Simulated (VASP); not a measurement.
# HgTe (Coloradoite) (F-43m) in VASP: further runs

HgTe (Coloradoite) is run at these levels: r2SCAN, LDA, PBEsol, PBE; tasks: relaxation of the atoms, single point.

All numbers are computed with VASP 6.6.1; they aren't measurements. Logs are shortened: lines on timing, memory, paths and dates and some standing lists are left out, and cuts for length are marked.

**1. The cell of the first run**

Symmetry: F-43m, No. 216, cubic system. Conventional cell: a = 6.701 Å, b = 6.701 Å, c = 6.701 Å, α = 90.00°, β = 90.00°, γ = 90.00°. Hg (site symmetry -43m) has 4 Te at 2.90 Å within 3.8 Å. Te (site symmetry -43m) has 4 Hg at 2.90 Å within 3.8 Å.

**2. Relaxation of the atoms, r2SCAN**

Input file POSCAR:

```
HgTe
1.0
    0.0000000000      3.3504911700      3.3504911700
    3.3504911700      0.0000000000      3.3504911700
    3.3504911700      3.3504911700      0.0000000000
Hg Te
1 1
Direct
    0.0000000000      0.0000000000      0.0000000000
    0.2500000000      0.2500000000      0.2500000000
```

Input file INCAR.step1:

```
SYSTEM = HgTe
PREC = Accurate ; ENCUT = 520
ISMEAR = -1 ; SIGMA = 0.1
LREAL = .False. ; LASPH = .True.
NELM = 100 ; GGA = PE
ALGO = Normal ; EDIFF = 1E-4
LWAVE = .True. ; LCHARG = .False.
```

Input file INCAR.step2:

```
SYSTEM = HgTe
PREC = Accurate ; ENCUT = 520
EDIFF = 1E-7 ; ISMEAR = -1
SIGMA = 0.1 ; LREAL = .False.
LASPH = .True. ; NELM = 100
ALGO = Normal ; ISIF = 2
LWAVE = .False. ; LCHARG = .False.
METAGGA = R2SCAN ; LMIXTAU = .True.
IBRION = 2 ; NSW = 50
EDIFFG = -0.01 ; ISTART = 1
```

Input file KPOINTS:

```
regular mesh
0
Gamma
  9 9 9
  0 0 0
```

Potentials or basis: VASP PAW PBE potentials, release 64 (Hg, Te).

Launch:

```console
> cat potpaw_PBE.64/Hg/POTCAR potpaw_PBE.64/Te/POTCAR > POTCAR
> cp INCAR.step1 INCAR
> mpirun -np 1 vasp_std > vasp.out
> cp INCAR.step2 INCAR
> mpirun -np 1 vasp_std > vasp.out
```

OUTCAR:

```text
SYSTEM = HgTe
   PREC = Accurate
   ENCUT = 520
   EDIFF = 1E-7
   ISMEAR = -1
   LREAL = .False.
   LASPH = .True.
   NELM = 100
   ISIF = 2
   METAGGA = R2SCAN
   IBRION = 2
   NSW = 50
   EDIFFG = -0.01
   ISTART = 1

 ion  position               nearest neighbor table
   1  0.000  0.000  0.000-   2 2.90   2 2.90   2 2.90   2 2.90
   2  0.250  0.250  0.250-   1 2.90   1 2.90   1 2.90   1 2.90

  LATTYP: Found a face centered cubic cell.
 ALAT       =     6.7009823400

  Lattice vectors:

 A1 = (   0.0000000000,   3.3504911700,   3.3504911700)
 A2 = (   3.3504911700,   0.0000000000,   3.3504911700)
 A3 = (   3.3504911700,   3.3504911700,   0.0000000000)

Analysis of symmetry for initial positions (statically):
=====================================================================
 Subroutine PRICEL returns:
 Original cell was already a primitive cell.

 Routine SETGRP: Setting up the symmetry group for a
 face centered cubic supercell.

 Subroutine GETGRP returns: Found 24 space group operations
 (whereof 24 operations were pure point group operations)
 out of a pool of 48 trial point group operations.

The static configuration has the point symmetry T_d .

Analysis of symmetry for dynamics (positions and initial velocities):
=====================================================================
 Subroutine PRICEL returns:
 Original cell was already a primitive cell.

 Routine SETGRP: Setting up the symmetry group for a
 face centered cubic supercell.

 Subroutine GETGRP returns: Found 24 space group operations
 (whereof 24 operations were pure point group operations)
 out of a pool of 48 trial point group operations.

The dynamic configuration has the point symmetry T_d .

 Subroutine INISYM returns: Found 24 space group operations
 (whereof 24 operations are pure point group operations),
 and found     1 'primitive' translations

----------------------------------------------------------------------------------------

                                     Primitive cell

  volume of cell :      75.2238

  direct lattice vectors                    reciprocal lattice vectors
     0.000000000  3.350491170  3.350491170    -0.149231851  0.149231851  0.149231851
     3.350491170  0.000000000  3.350491170     0.149231851 -0.149231851  0.149231851
     3.350491170  3.350491170  0.000000000     0.149231851  0.149231851 -0.149231851

  length of vectors
     4.738310053  4.738310053  4.738310053     0.258477149  0.258477149  0.258477149

  position of ions in fractional coordinates (direct lattice)
     0.000000000  0.000000000  0.000000000
     0.250000000  0.250000000  0.250000000

  ion indices of the primitive-cell ions
   primitive index   ion index
                 1           1
                 2           2

----------------------------------------------------------------------------------------

 KPOINTS: regular mesh

Automatic generation of k-mesh.
 Grid dimensions read from file:
 generate k-points for:    9    9    9

 Generating k-lattice:

  Cartesian coordinates                     Fractional coordinates (reciprocal lattice)
    -0.016581317  0.016581317  0.016581317     0.111111111  0.000000000  0.000000000
     0.016581317 -0.016581317  0.016581317     0.000000000  0.111111111  0.000000000
     0.016581317  0.016581317 -0.016581317     0.000000000  0.000000000  0.111111111

  Length of vectors
     0.028719683  0.028719683  0.028719683

  Shift w.r.t. Gamma in fractional coordinates (k-lattice)
     0.000000000  0.000000000  0.000000000

 Subroutine IBZKPT returns following result:
 ===========================================

 Found     35 irreducible k-points:

 Following reciprocal coordinates:
            Coordinates               Weight
  0.000000  0.000000  0.000000      1.000000
  0.111111  0.000000  0.000000      8.000000
  0.222222  0.000000  0.000000      8.000000
  0.333333  0.000000  0.000000      8.000000
  0.444444  0.000000  0.000000      8.000000
  0.111111  0.111111  0.000000      6.000000
[... 16 lines left out ...]
 -0.333333  0.333333  0.000000     12.000000
  0.444444  0.444444  0.000000      6.000000
 [... further k-points ...]
   k-points           NKPTS =     35   k-points in BZ     NKDIM =     35   number of bands    NBANDS=     13
   number of dos      NEDOS =    301   number of ions     NIONS =      2
   total plane-waves  NPLWV =  46656
   dimension x,y,z NGX =    36 NGY =   36 NGZ =   36
   dimension x,y,z NGXF=    72 NGYF=   72 NGZF=   72
   ions per type =               1   1
   NGX,Y,Z   is equivalent  to a cutoff of  12.63, 12.63, 12.63 a.u.
   NGXF,Y,Z  is equivalent  to a cutoff of  25.26, 25.26, 25.26 a.u.
 SYSTEM =  HgTe
   PREC   = accura    normal or accurate (medium, high low for compatibility)
   ISTART =      1    job   : 0-new  1-cont  2-samecut
   ICHARG =      0    charge: 1-file 2-atom 10-const
   ISPIN  =      1    spin polarized calculation?
   LNONCOLLINEAR =      F non collinear calculations
   LSORBIT =      F    spin-orbit coupling
   LASPH  =      T    aspherical Exc in radial PAW
   ENCUT  =  520.0 eV  38.22 Ry    6.18 a.u.   8.81  8.81  8.81*2*pi/ulx,y,z
   NELM   =    100;   NELMIN=  2; NELMDL=  0     # of ELM steps
   EDIFF  = 0.1E-06   stopping-criterion for ELM
   LREAL  =      F    real-space projection
   EDIFFG = -.1E-01   stopping-criterion for IOM
   NSW    =     50    number of steps for IOM
   IBRION =      2    ionic relax: 0-MD 1-quasi-New 2-CG
   NFREE  =      1    steps in history (QN), initial steepest desc. (CG)
   ISIF   =      2    stress and relaxation
   ISYM   =      2    0-nonsym 1-usesym 2-fastsym
   POTIM  = 0.5000    time-step for ionic-motion
   TEBEG  =    0.0;   TEEND  =   0.0 temperature during run
   PSTRESS=    0.0 pullay stress
   NELECT =      18.0000    total number of electrons
   NUPDOWN=      -1.0000    fix difference up-down
   EMIN   =  10.00;   EMAX   =-10.00  energy-range for DOS
   EFERMI =   0.00;   METHOD = LEGACY
   ISMEAR =    -1;   SIGMA  =   0.10  broadening in eV -4-tet -1-fermi 0-gaus
   EFERMI_NEDOS =   21; number of points for ismear=-14 and -15
   IALGO  =     38    algorithm
   IMIX   =      4    mixing-type and parameters
     AMIX     =   0.40;   BMIX     =  1.00
     AMIX_MAG =   1.60;   BMIX_MAG =  1.00
  volume/ion in A,a.u.               =      37.61       253.82
  Fermi-wavevector in a.u.,A,eV,Ry     =   1.016359  1.920640 14.054626  1.032986
  Thomas-Fermi vector in A             =   2.149698
   LORBIT       =      0    0 simple, 1 ext, 2 COOP (PROOUT), +10 PAW based schemes
   METAGGA = R2SCAN    functional components
   LHFCALC =     F    Hartree Fock is set to
   AEXX    =    0.0000 exact exchange contribution
   IVDW    =     0    specifies the selected vdW correction
   LEPSILON=     F    determine dielectric tensor
   LRPA    =     F    only Hartree local field effects (RPA)
 conjugate gradient relaxation of ions
 non-spin polarized calculation
  energy-cutoff  :      520.00
  volume of cell :       75.22
 maximum number of plane-waves:      2085
   NGX = 17   NGY = 17   NGZ = 17

 number of electron      17.9999999 magnetization

 Free energy of the ion-electron system (eV)
  ---------------------------------------------------
  ext. energy  EPLUGINS =         0.00000000
  ---------------------------------------------------
  free energy    TOTEN  =       -75.13882153 eV

  energy without entropy =      -75.13707480  energy(sigma->0) =      -75.13794816

 E-fermi :   2.0107     XC(G=0):  -8.8048

 val. band max:        1.7789382144   @ k =   0.0000   0.0000   0.0000
 cond. band min:       2.4097839299   @ k =   0.1111   0.0000   0.0000
 fundamental gap:      0.6308457155
 Fermi energy:         2.0106759817

 k-point     1 :       0.0000    0.0000    0.0000
  band No.  band energies     occupation
      1      -9.8844      2.00000
      2      -5.2758      2.00000
      3      -5.2758      2.00000
      4      -5.2758      2.00000
      5      -4.8327      2.00000
      6      -4.8327      2.00000
      7       1.0927      1.99979
      8       1.7789      1.82061
      9       1.7789      1.82061
     10       1.7789      1.82061
     11       6.5376      0.00000
     12       6.5376      0.00000
     13       6.5376      0.00000

 k-point     2 :       0.1111    0.0000    0.0000
  band No.  band energies     occupation
      1      -9.8331      2.00000
      2      -5.2617      2.00000
      3      -5.2617      2.00000
      4      -5.2496      2.00000
      5      -4.8338      2.00000
      6      -4.8338      2.00000
      7       0.1837      2.00000
      8       1.6662      1.93816
      9       1.6662      1.93816
     10       2.4098      0.03629
     11       6.3826      0.00000
     12       6.7019      0.00000
     13       6.7019      0.00000

 k-point     3 :       0.2222    0.0000    0.0000
  band No.  band energies     occupation
      1      -9.6988      2.00000
      2      -5.2276      2.00000
      3      -5.2276      2.00000
      4      -5.1512      2.00000
      5      -4.8337      2.00000
      6      -4.8337      2.00000
      7      -1.0577      2.00000
      8       1.4062      1.99527
      9       1.4062      1.99527
     10       2.7873      0.00085
     11       6.7349      0.00000
     12       7.0313      0.00000
     13       7.0313      0.00000

 k-point     4 :       0.3333    0.0000    0.0000
  band No.  band energies     occupation
      1      -9.5382      2.00000
      2      -5.1933      2.00000
      3      -5.1933      2.00000
      4      -4.9395      2.00000
      5      -4.8272      2.00000
      6      -4.8272      2.00000
      7      -2.2085      2.00000
      8       1.1426      1.99966
      9       1.1426      1.99966
     10       2.7857      0.00086
     11       7.2286      0.00000
     12       7.2286      0.00000
     13       7.7685      0.00000

 k-point     5 :       0.4444    0.0000    0.0000
  band No.  band energies     occupation
      1      -9.4286      2.00000
      2      -5.1743      2.00000
      3      -5.1743      2.00000
      4      -4.8182      2.00000
      5      -4.8182      2.00000
      6      -4.6477      2.00000
      7      -3.0300      2.00000
      8       0.9837      1.99993
      9       0.9837      1.99993
     10       2.7187      0.00168
     11       7.2597      0.00000
     12       7.2597      0.00000
     13       8.7293      0.00000
[... 257 lines left out ...]
 k-point    22 :      -0.4444    0.3333    0.0000
  band No.  band energies     occupation
      1      -9.2751      2.00000
      2      -5.0984      2.00000
      3      -5.0458      2.00000
      4      -4.9327      2.00000
      5      -4.8045      2.00000
      6      -4.4485      2.00000
      7      -3.1399      2.00000
      8      -0.5553      2.00000
      9       0.1718      2.00000
     10       4.1840      0.00000
     11       5.9005      0.00000
     12       8.7756      0.00000
     13       9.3174      0.00000

 k-point    23 :      -0.3333    0.3333    0.0000
  band No.  band energies     occupation
      1      -9.2923      2.00000
      2      -5.1123      2.00000
      3      -5.0765      2.00000
      4      -4.8766      2.00000
      5      -4.8242      2.00000
      6      -4.4553      2.00000
      7      -3.1087      2.00000
      8      -0.7298      2.00000
      9       0.4255      2.00000
     10       4.2363      0.00000
     11       6.5958      0.00000
     12       8.7041      0.00000
     13       8.8445      0.00000

 k-point    24 :       0.4444    0.4444    0.0000
  band No.  band energies     occupation
      1      -9.2707      2.00000
      2      -5.0688      2.00000
      3      -5.0105      2.00000
      4      -5.0105      2.00000
      5      -4.7842      2.00000
      6      -4.5333      2.00000
      7      -3.0692      2.00000
      8      -0.0833      2.00000
      9      -0.0833      2.00000
     10       3.8727      0.00000
     11       4.8229      0.00000
     12       9.8918      0.00000
     13      10.5091      0.00000

 [... further k-points ...]
[... 5 lines left out ...]
  --------------------------------------------------------------------------------------
  -------------------------------------------------------------------------------------
  Total       -0.9174100     -0.9174100     -0.9174100      0.0000000      0.0000000      0.0000000
  in kB      -19.5397320    -19.5397320    -19.5397320      0.0000000      0.0000000      0.0000000
  external PRESSURE =     -19.5397320 kB  Pullay stress =       0.0000000 kB

 VOLUME and BASIS-vectors are now :
 -----------------------------------------------------------------------------
  energy-cutoff  :      520.00
  volume of cell :       75.22
      direct lattice vectors                 reciprocal lattice vectors
     0.000000000  3.350491170  3.350491170    -0.149231851  0.149231851  0.149231851
     3.350491170  0.000000000  3.350491170     0.149231851 -0.149231851  0.149231851
     3.350491170  3.350491170  0.000000000     0.149231851  0.149231851 -0.149231851

 POSITION                                       TOTAL-FORCE (eV/Angst)
 -----------------------------------------------------------------------------------
      0.00000      0.00000      0.00000        -0.000000     -0.000000     -0.000000
      1.67525      1.67525      1.67525         0.000000      0.000000      0.000000
 -----------------------------------------------------------------------------------
    total drift:                               -0.000000     -0.000000     -0.000000

  FREE ENERGIE OF THE ION-ELECTRON SYSTEM (eV)
  ---------------------------------------------------
  free  energy   TOTEN  =       -75.1388215263 eV

  energy  without entropy=      -75.1370747977  energy(sigma->0) =      -75.13794816

 reached required accuracy - stopping structural energy minimisation
```

Wall time 1.8 min (1 thread of AMD EPYC 9R45 (Zen 5), shared host); peak memory 0.2 GiB.

Results:

```yaml
Free_energy: -75.1388 eV
Pressure_after_relaxing: -2.0 GPa
Band_gap_on_the_k_mesh: zero (filled and empty bands touch)
```

Final structure:
```
Hg Te
1.0
     0.00000    3.35049    3.35049
     3.35049    0.00000    3.35049
     3.35049    3.35049    0.00000
Hg Te
1 1
Direct
  0.00000 0.00000 0.00000
  0.25000 0.25000 0.25000
```

Caveat: the relaxation stopped at its first step, so nothing moved; the PAW data sets were made with another functional, which shifts forces and pressure a little; spin-orbit coupling is left out, which moves the levels of the heavy elements.

(Part 1 of 2 ends here.)
